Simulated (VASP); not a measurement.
# CaF (Cmmm) in VASP: relaxation of cell and atoms with PBE

Aim: the relaxation of cell and atoms of CaF with PBE.

Program: VASP 6.6.1. These are calculated values, not measurements. Logs are shortened: lines on timing, memory, paths and dates and some standing lists are left out, and cuts for length are marked.

**1. The cell of the first run**

It takes space group Cmmm (No. 65, orthorhombic). Conventional cell: a = 3.806 Å, b = 5.229 Å, c = 3.874 Å, α = 90.00°, β = 90.00°, γ = 90.00°. Within 3.6 Å of Ca (site symmetry mmm) lie 8 F at 2.72 to 3.25 Å and 4 Ca at 3.23 Å. Within 3.6 Å of F (site symmetry mmm) lie 8 Ca at 2.72 to 3.25 Å and 4 F at 3.23 Å.

The cell was generated, and may not be a known phase.

**2. Relaxation of cell and atoms, PBE**

The input, INCAR:

```
SYSTEM = CaF
PREC = Accurate ; ENCUT = 1350
EDIFF = 1E-7 ; ISMEAR = 0
SIGMA = 0.1 ; LREAL = .False.
LASPH = .True. ; NELM = 120
ALGO = Normal ; ISIF = 3
LWAVE = .False. ; LCHARG = .False.
GGA = PE ; IBRION = 2
NSW = 90 ; EDIFFG = -0.04
GGA_COMPAT = .False. ; NELMIN = 4
```

The input, KPOINTS:

```
regular mesh
0
Gamma
  6 6 4
  0 0 0
```

The input, POSCAR:

```
CaF
1.0
    1.9029334300     -2.6143345200      0.0000000000
    1.9029334300      2.6143345200      0.0000000000
    0.0000000000      0.0000000000      3.8744381100
Ca F
1 1
Direct
    0.0000000000      0.0000000000      0.5000000000
    0.5000000000      0.5000000000      0.0000000000
```

Potentials or basis: VASP PAW PBE potentials, release 64 (Ca_sv, F_h).

Command:

```
> cat potpaw_PBE.64/Ca_sv/POTCAR potpaw_PBE.64/F_h/POTCAR > POTCAR
> mpirun -np 1 vasp_std > vasp.out
```

OUTCAR:

```text
SYSTEM = CaF
   PREC = Accurate
   ENCUT = 1350
   EDIFF = 1E-7
   ISMEAR = 0
   LREAL = .False.
   LASPH = .True.
   NELM = 120
   ISIF = 3
   GGA = PE
   IBRION = 2
   NSW = 90
   EDIFFG = -0.04
   NELMIN = 4

 ion  position               nearest neighbor table
   1  0.000  0.000  0.500-
   2  0.500  0.500  0.000-

  LATTYP: Found a base centered orthorhombic cell.
 ALAT       =     3.8058668600
 B/A-ratio  =     1.3738444439
 C/A-ratio  =     1.0180172488

  Lattice vectors:

 A1 = (   1.9029334300,  -2.6143345200,   0.0000000000)
 A2 = (   1.9029334300,   2.6143345200,   0.0000000000)
 A3 = (   0.0000000000,   0.0000000000,   3.8744381100)

Analysis of symmetry for initial positions (statically):
=====================================================================
 Subroutine PRICEL returns:
 Original cell was already a primitive cell.

 Routine SETGRP: Setting up the symmetry group for a
 base centered orthorhombic supercell.

 Subroutine GETGRP returns: Found  8 space group operations
 (whereof  8 operations were pure point group operations)
 out of a pool of  8 trial point group operations.

The static configuration has the point symmetry D_2h.

Analysis of symmetry for dynamics (positions and initial velocities):
=====================================================================
 Subroutine PRICEL returns:
 Original cell was already a primitive cell.

 Routine SETGRP: Setting up the symmetry group for a
 base centered orthorhombic supercell.

 Subroutine GETGRP returns: Found  8 space group operations
 (whereof  8 operations were pure point group operations)
 out of a pool of  8 trial point group operations.

The dynamic configuration has the point symmetry D_2h.

 Subroutine INISYM returns: Found  8 space group operations
 (whereof  8 operations are pure point group operations),
 and found     1 'primitive' translations

----------------------------------------------------------------------------------------

                                     Primitive cell

  volume of cell :      38.5499

  direct lattice vectors                    reciprocal lattice vectors
     1.902933430 -2.614334520  0.000000000     0.262752229 -0.191253260  0.000000000
     1.902933430  2.614334520  0.000000000     0.262752229  0.191253260  0.000000000
     0.000000000  0.000000000  3.874438110     0.000000000  0.000000000  0.258101942

  length of vectors
     3.233558508  3.233558508  3.874438110     0.324986989  0.324986989  0.258101942

  position of ions in fractional coordinates (direct lattice)
     0.000000000  0.000000000  0.500000000
     0.500000000  0.500000000  0.000000000

  ion indices of the primitive-cell ions
   primitive index   ion index
                 1           1
                 2           2

----------------------------------------------------------------------------------------

 KPOINTS: regular mesh

Automatic generation of k-mesh.
 Grid dimensions read from file:
 generate k-points for:    6    6    4

 Generating k-lattice:

  Cartesian coordinates                     Fractional coordinates (reciprocal lattice)
     0.043792038 -0.031875543  0.000000000     0.166666667  0.000000000  0.000000000
     0.043792038  0.031875543  0.000000000     0.000000000  0.166666667  0.000000000
     0.000000000  0.000000000  0.064525485     0.000000000  0.000000000  0.250000000

  Length of vectors
     0.054164498  0.054164498  0.064525485

  Shift w.r.t. Gamma in fractional coordinates (k-lattice)
     0.000000000  0.000000000  0.000000000

 Subroutine IBZKPT returns following result:
 ===========================================

 Found     39 irreducible k-points:

 Following reciprocal coordinates:
            Coordinates               Weight
  0.000000  0.000000  0.000000      1.000000
  0.166667  0.000000  0.000000      4.000000
  0.333333 -0.000000  0.000000      4.000000
  0.500000  0.000000  0.000000      2.000000
  0.166667  0.166667  0.000000      2.000000
  0.333333  0.166667  0.000000      4.000000
[... 16 lines left out ...]
  0.333333  0.333333  0.250000      4.000000
  0.500000  0.333333  0.250000      8.000000
 [... further k-points ...]
   k-points           NKPTS =     39   k-points in BZ     NKDIM =     39   number of bands    NBANDS=     12
   number of dos      NEDOS =    301   number of ions     NIONS =      2
   total plane-waves  NPLWV =  76800
   dimension x,y,z NGX =    40 NGY =   40 NGZ =   48
   dimension x,y,z NGXF=    80 NGYF=   80 NGZF=   96
   ions per type =               1   1
   NGX,Y,Z   is equivalent  to a cutoff of  20.57, 20.57, 20.60 a.u.
   NGXF,Y,Z  is equivalent  to a cutoff of  41.13, 41.13, 41.19 a.u.
 SYSTEM =  CaF
   PREC   = accura    normal or accurate (medium, high low for compatibility)
   ISTART =      0    job   : 0-new  1-cont  2-samecut
   ICHARG =      2    charge: 1-file 2-atom 10-const
   ISPIN  =      1    spin polarized calculation?
   LNONCOLLINEAR =      F non collinear calculations
   LSORBIT =      F    spin-orbit coupling
   LASPH  =      T    aspherical Exc in radial PAW
   ENCUT  = 1350.0 eV  99.22 Ry    9.96 a.u.   9.69  9.69 11.61*2*pi/ulx,y,z
   NELM   =    120;   NELMIN=  4; NELMDL= -5     # of ELM steps
   EDIFF  = 0.1E-06   stopping-criterion for ELM
   LREAL  =      F    real-space projection
   EDIFFG = -.4E-01   stopping-criterion for IOM
   NSW    =     90    number of steps for IOM
   IBRION =      2    ionic relax: 0-MD 1-quasi-New 2-CG
   NFREE  =      1    steps in history (QN), initial steepest desc. (CG)
   ISIF   =      3    stress and relaxation
   ISYM   =      2    0-nonsym 1-usesym 2-fastsym
   POTIM  = 0.5000    time-step for ionic-motion
   TEBEG  =    0.0;   TEEND  =   0.0 temperature during run
   PSTRESS=    0.0 pullay stress
   NELECT =      17.0000    total number of electrons
   NUPDOWN=      -1.0000    fix difference up-down
   EMIN   =  10.00;   EMAX   =-10.00  energy-range for DOS
   EFERMI =   0.00;   METHOD = LEGACY
   ISMEAR =     0;   SIGMA  =   0.10  broadening in eV -4-tet -1-fermi 0-gaus
   EFERMI_NEDOS =   21; number of points for ismear=-14 and -15
   IALGO  =     38    algorithm
   IMIX   =      4    mixing-type and parameters
     AMIX     =   0.40;   BMIX     =  1.00
     AMIX_MAG =   1.60;   BMIX_MAG =  1.00
  volume/ion in A,a.u.               =      19.27       130.07
  Fermi-wavevector in a.u.,A,eV,Ry     =   1.246092  2.354772 21.126369  1.552744
  Thomas-Fermi vector in A             =   2.380285
   LORBIT       =      0    0 simple, 1 ext, 2 COOP (PROOUT), +10 PAW based schemes
   GGA     = PE    functional components
   LHFCALC =     F    Hartree Fock is set to
   AEXX    =    0.0000 exact exchange contribution
   IVDW    =     0    specifies the selected vdW correction
   LEPSILON=     F    determine dielectric tensor
   LRPA    =     F    only Hartree local field effects (RPA)
 conjugate gradient relaxation of ions
 non-spin polarized calculation
 Gauss-broadening in eV      SIGMA  =   0.10
  energy-cutoff  :     1350.00
  volume of cell :       38.55
 maximum number of plane-waves:      4392
   NGX = 19   NGY = 19   NGZ = 23

--------------------------------------- Ionic step        1  -------------------------------------------

 number of electron      16.9999999 magnetization

 Free energy of the ion-electron system (eV)
  ---------------------------------------------------
  ext. energy  EPLUGINS =         0.00000000
  ---------------------------------------------------
  free energy    TOTEN  =        -7.84112833 eV

  energy without entropy =       -7.83427841  energy(sigma->0) =       -7.83770337

------------------------ aborting loop because EDIFF is reached ----------------------------------------

  FORCE on cell =-STRESS in cart. coord.  units (eV):
  Direction    XX          YY          ZZ          XY          YZ          ZX
  --------------------------------------------------------------------------------------
  -------------------------------------------------------------------------------------
  Total       -1.3937069      2.6920046     -1.2818297      0.0000000      0.0000000      0.0000000
  in kB      -57.9240006    111.8826922    -53.2742626      0.0000000      0.0000000      0.0000000
  external PRESSURE =       0.2281430 kB  Pullay stress =       0.0000000 kB
[... 89 lines left out ...]
  FREE ENERGIE OF THE ION-ELECTRON SYSTEM (eV)
  ---------------------------------------------------
  free  energy   TOTEN  =        -8.5820727296 eV

  energy  without entropy=       -8.5753561004  energy(sigma->0) =       -8.57871442

 E-fermi :   5.2323     XC(G=0):  -9.2689

 val. band max:        5.2306665452   @ k =  -0.3333   0.3333   0.0000
 cond. band min:       5.2377163774   @ k =  -0.1667   0.1667   0.0000
 fundamental gap:      0.0070498321
 Fermi energy:         5.2323298240

 k-point     1 :       0.0000    0.0000    0.0000
  band No.  band energies     occupation
      1     -37.2101      2.00000
      2     -21.5940      2.00000
      3     -18.1436      2.00000
      4     -18.0847      2.00000
      5     -18.0604      2.00000
      6      -2.8017      2.00000
      7      -2.7128      2.00000
      8      -2.5405      2.00000
      9       2.2584      2.00000
     10       5.2263      1.06816
     11       7.7354      0.00000
     12       8.0902      0.00000
[... 331 lines left out ...]
 k-point    24 :       0.5000    0.3333    0.2500
  band No.  band energies     occupation
      1     -37.1489      2.00000
      2     -21.8599      2.00000
      3     -18.2419      2.00000
      4     -18.1959      2.00000
      5     -17.7929      2.00000
      6      -3.6383      2.00000
      7      -3.1065      2.00000
      8      -2.9801      2.00000
      9       5.7183      0.00000
     10       6.7618      0.00000
     11       7.1194      0.00000
     12       8.5734      0.00000

 [... further k-points ...]

[... ionic steps 4 to 8 ...]

--------------------------------------- Ionic step        9  -------------------------------------------

 number of electron      17.0000001 magnetization

------------------------ aborting loop because EDIFF is reached ----------------------------------------

  FORCE on cell =-STRESS in cart. coord.  units (eV):
  Direction    XX          YY          ZZ          XY          YZ          ZX
  --------------------------------------------------------------------------------------
  -------------------------------------------------------------------------------------
  Total       -0.0753024      0.0202707      0.0814995      0.0000000      0.0000000      0.0000000
  in kB       -2.8097122      0.7563498      3.0409388      0.0000000      0.0000000      0.0000000
  external PRESSURE =       0.3291921 kB  Pullay stress =       0.0000000 kB
[... 57 lines left out ...]
  energy  without entropy=       -8.7365423972  energy(sigma->0) =       -8.73946465

--------------------------------------- Ionic step       11  -------------------------------------------

 number of electron      17.0000001 magnetization

 Free energy of the ion-electron system (eV)
  ---------------------------------------------------
  ext. energy  EPLUGINS =         0.00000000
  ---------------------------------------------------
  free energy    TOTEN  =        -8.74254878 eV

  energy without entropy =       -8.73666847  energy(sigma->0) =       -8.73960863

 E-fermi :   4.0444     XC(G=0):  -8.5577

 val. band max:        4.0177455426   @ k =   0.5000   0.3333   0.0000
 cond. band min:       4.0908602484   @ k =   0.5000   0.5000   0.0000
 fundamental gap:      0.0731147058
 Fermi energy:         4.0443853641

 k-point     1 :       0.0000    0.0000    0.0000
  band No.  band energies     occupation
      1     -38.7858      2.00000
      2     -22.1049      2.00000
      3     -19.7199      2.00000
      4     -19.6835      2.00000
      5     -19.6761      2.00000
      6      -3.5279      2.00000
      7      -3.4050      2.00000
      8      -3.1375      2.00000
      9       1.2522      2.00000
     10       4.1672      0.08233
     11       6.0129      0.00000
     12       6.7249      0.00000
[... 374 lines left out ...]
  FREE ENERGIE OF THE ION-ELECTRON SYSTEM (eV)
  ---------------------------------------------------
  free  energy   TOTEN  =        -8.7425487830 eV

  energy  without entropy=       -8.7366684688  energy(sigma->0) =       -8.73960863

 reached required accuracy - stopping structural energy minimisation
```

It took 7.3 min on 1 thread of Intel Xeon Platinum 8259CL at 2.50GHz (Skylake/Cascade Lake), shared host; peak memory 0.34 GiB.

Results:

```yaml
Free_energy: -8.7425 eV
Relaxed_volume: 21.46 Å³/atom
Relaxed_cell: a = 4.078 Å, b = 4.078 Å, c = 3.476 Å, α = 90.00°, β = 90.00°, γ = 132.05°
Space_group_after_relaxing_to_0.1_Å: Cmmm (No. 65)
Energy_gained_by_relaxing: 450.7 meV/atom
Ionic_steps: 11
Pressure_after_relaxing: 0.1 GPa
Band_gap_on_the_k_mesh: zero (an odd number of electrons rules out a gap without spin polarisation)
```

Stress tensor (GPa, compression positive):
```
-0.08  0.00  0.00
 0.00  0.00  0.00
 0.00  0.00  0.29
```

The path:
| step | energy change (eV) | largest force (eV/Å) | pressure (GPa) | volume (Å³) |
| --- | --- | --- | --- | --- |
| 1 | 0.0000 | 0.0000 | 0.02 | 38.55 |
| 2 | -0.2586 | 0.0000 | 0.50 | 38.45 |
| 3 | -0.7409 | 0.0000 | 6.06 | 36.83 |
| 4 | -0.7135 | 0.0000 | 9.85 | 36.07 |
| 5 | -0.8215 | 0.0000 | 5.82 | 39.17 |
| 6 | -0.8294 | 0.0000 | 4.22 | 40.46 |
| 7 | -0.8899 | 0.0000 | 1.56 | 41.90 |
| 8 | -0.9010 | 0.0000 | -0.18 | 43.09 |
| 9 | -0.9013 | 0.0000 | 0.03 | 42.94 |
| 10 | -0.9013 | 0.0000 | 0.10 | 42.89 |
| 11 | -0.9014 | 0.0000 | 0.07 | 42.92 |

Final structure:
```
Ca F
1.0
     1.65685   -3.72595    0.00000
     1.65685    3.72595    0.00000
     0.00000    0.00000    3.47612
Ca F
1 1
Direct
  0.00000 0.00000 0.50000
  0.50000 0.50000 0.00000
```

Levels at points of the mesh, in eV from the Fermi level:
```
           k point  band 6  band 7  band 8  band 9  band 10  band 11
(0.00, 0.00, 0.00)   -7.57   -7.45   -7.18   -2.79     0.12     1.97
(0.50, 0.00, 0.00)   -8.61   -8.16   -7.40    0.08     1.58     2.53
(0.50, 0.50, 0.00)   -7.64   -7.55   -7.47    0.05     0.20     1.59
(0.00, 0.00, 0.50)   -8.62   -7.95   -7.22   -0.75     1.55     2.18
(0.50, 0.00, 0.50)   -7.87   -7.81   -7.16    0.16     1.07     2.78
(0.50, 0.50, 0.50)   -8.54   -7.98   -7.65    0.88     1.25     1.83
```

Caveat: the k points lie up to 0.45 Å⁻¹ apart in the final cell, too coarse for converged energies and pressures of a metal; a cell axis changed by over 15 % at a fixed basis, so the end point is rough; an odd number of electrons without spin polarisation forces a metal; a magnetic or distorted state may lie lower.

The gap in the log of VASP goes by the Fermi energy; the results here count the filled bands.